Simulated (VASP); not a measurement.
A run of VASP 6.6.1:

INCAR

```
PREC     = Accurate       # precision mode
ENCUT    = 520            # plane-wave cutoff, eV
EDIFF    = 1E-6           # SCF threshold, eV
ISMEAR   = 0              # smearing method
SIGMA    = 0.02           # smearing width, eV
LREAL    = Auto         
LASPH    = T              # aspherical terms in the spheres
NELM     = 80             # most SCF steps
ALGO     = Normal         # electronic algorithm
ISIF     = 2              # what is computed and relaxed
LWAVE    = F              # write WAVECAR
LCHARG   = F              # write CHGCAR
GGA      = PS             # functional
NBANDS   = 51             # bands
```

KPOINTS

```
Automatic mesh
0
Gamma
  6 6 6
```

The input POSCAR:

```
Si15Ge
1.0
    0.0000000000      5.4463349585      5.4463349585
    5.4463349585      0.0000000000      5.4463349585
    5.4463349585      5.4463349585      0.0000000000
Ge Si
1 15
Direct
    0.3750000000      0.3750000000      0.3750000000
    0.3750211148      0.3750211148      0.8749788852
    0.3750211148      0.8749788852      0.3750211148
    0.3750211148      0.8749788852      0.8749788852
    0.8749788852      0.3750211148      0.3750211148
    0.8749788852      0.3750211148      0.8749788852
    0.8749788852      0.8749788852      0.3750211148
    0.8750000000      0.8750000000      0.8750000000
    0.2486452903      0.2486452903      0.2486452903
    0.2486452903      0.2486452903      0.7540641291
    0.2486452903      0.7540641291      0.2486452903
    0.2498609404      0.7500463532      0.7500463532
    0.7540641291      0.2486452903      0.2486452903
    0.7500463532      0.2498609404      0.7500463532
    0.7500463532      0.7500463532      0.2498609404
    0.7500463532      0.7500463532      0.7500463532
```

Potentials or basis: VASP PAW PBE potentials, release 64 (Ge_d, Si).

Launch:

```bash
$ cat potpaw_PBE.64/Ge_d/POTCAR potpaw_PBE.64/Si/POTCAR > POTCAR
$ mpirun -np 1 vasp_std > vasp.out
```

Hardware: 1 thread of Intel(R) Xeon(R) Platinum 8375C CPU @ 2.90GHz (Ice Lake), with other jobs on the host.

Problem. How long does it take, and how much memory?

Solution. Wall time 10 min on 1 thread of Intel(R) Xeon(R) Platinum 8375C CPU @ 2.90GHz (Ice Lake) (shared host), peak memory 0.53 GiB. Counts: scf iterations 12, k points 16.
